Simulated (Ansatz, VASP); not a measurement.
## Two plane-wave programs on Hg

INCAR

```
  PREC = Accurate
  ENCUT = 520
  EDIFF = 1E-6
  ISMEAR = -1
  SIGMA = 0.1
  LREAL = F
  LASPH = T
  NELM = 100
  ALGO = Normal
  ISIF = 2
  LWAVE = F
  LCHARG = F
  GGA = B5
  ALDAX = 1.0
  AGGAX = 1.0
  AGGAC = 1.0
  ALDAC = 0.0
  NBANDS = 19
```

KPOINTS

```
regular mesh
0
Gamma
  8 8 5
```

File POSCAR:

```
Hg
1.0
   -4.9556746109      4.9601209522      2.6642810170
    4.9601209522     -4.9556746109      2.6642810170
    4.9580200146      4.9580200146     -2.6561375347
Hg
2
Direct
    0.0001584033      0.9998415967      1.0000000000
    0.7498415967      0.2501584033      0.5000000000
```

Input for Ansatz:

```yaml
crystal:
  lattice:
    - [-4.9556746109, 4.9601209522, 2.664281017]
    - [4.9601209522, -4.9556746109, 2.664281017]
    - [4.9580200146, 4.9580200146, -2.6561375347]
  atoms:
    - { symbol: Hg, position: [0.0001584033, 0.9998415967, 1.0] }
    - { symbol: Hg, position: [0.7498415967, 0.2501584033, 0.5] }
hamiltonian:
  xc: blyp
  pseudopotentials:
    kind: paw
    azcp:
      Hg: "pseudopotentials/Hg.paw.azcp"
basis:
  ecutwfc: 420
  fft_grid_basis: typed
kpoints:
  mp_grid: { grid: [8, 8, 5], shift: [0, 0, 0] }
magnetization:
  spin_polarized: false
scf:
  occupations: { method: fermi_dirac, width: 0.1 }
  lower_state_search: "off"
output:
  stress: true
```

Alike in both runs: task single point; functional BLYP; k mesh 8 × 8 × 5; occupations fermi-dirac, width 0.1 eV; no spin polarisation.

```csv
,VASP,Ansatz
version,VASP 6.6.1,Ansatz 0.2.0
potentials or method,"VASP PAW PBE potentials, release 64 (Hg), cutoff 520 eV","plane waves (420 eV) with PAW, scalar-relativistic"
valence electrons in the cell,24,40
```

|  | VASP | Ansatz | Ansatz less VASP |
| --- | --- | --- | --- |
| pressure (GPa) | 0.0 | 0.0 | +0.02 |

VASP's potentials were made for PBE, not for BLYP. VASP's potentials hold 24 valence electrons a cell and Ansatz's 40, so a difference there can come from the potentials and not from the codes.

Spin-orbit coupling is off throughout.
